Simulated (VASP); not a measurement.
AlRu, 2 atoms in the cell. The structure is tetragonal, space group P4mm (No. 99). Conventional cell: a = 2.992 Å, b = 2.992 Å, c = 2.992 Å, α = 90.00°, β = 90.00°, γ = 90.00°. Al (site symmetry 4mm) has 8 Ru at 2.58 to 2.61 Å and 6 Al at 2.99 Å within 3.4 Å. Ru (site symmetry 4mm) has 8 Al at 2.58 to 2.61 Å and 6 Ru at 2.99 Å within 3.4 Å.  This cell differs from its parent crystal: all Al atoms moved +0.025 Å, as atom 1 along Cartesian [0 1 0].

| Quantity | Value |
| --- | --- |
| Program | VASP 6.6.1 |
| Task | single point |
| Functional | LDA |
| Potentials or basis | VASP PAW LDA potentials, release 64 (Al, Ru_pv) |
| Cutoff | 520 eV |
| k mesh | 16 × 16 × 16 |
| Occupations | gaussian, width 0.15 eV |
| Spin | no spin polarisation |
| Dipole correction | no |
| Further INCAR settings | ALGO = Fast; EDIFF = 1e-07; NBANDS = 16 |

Potentials or basis: VASP PAW LDA potentials, release 64 (Al, Ru_pv).

Command:

```sh
$ cat potpaw_LDA.64/Al/POTCAR potpaw_LDA.64/Ru_pv/POTCAR > POTCAR
$ mpirun -np 1 vasp_std > vasp.out
```

Hardware: 1 thread of Intel(R) Xeon(R) 6975P-C (Granite Rapids), on a shared host.

Q: Estimate the wall time of this run.

A: It took 56 s on 1 thread of Intel(R) Xeon(R) 6975P-C (Granite Rapids) (shared host), peak memory 0.26 GiB. Counts: scf iterations 14, k points 405.
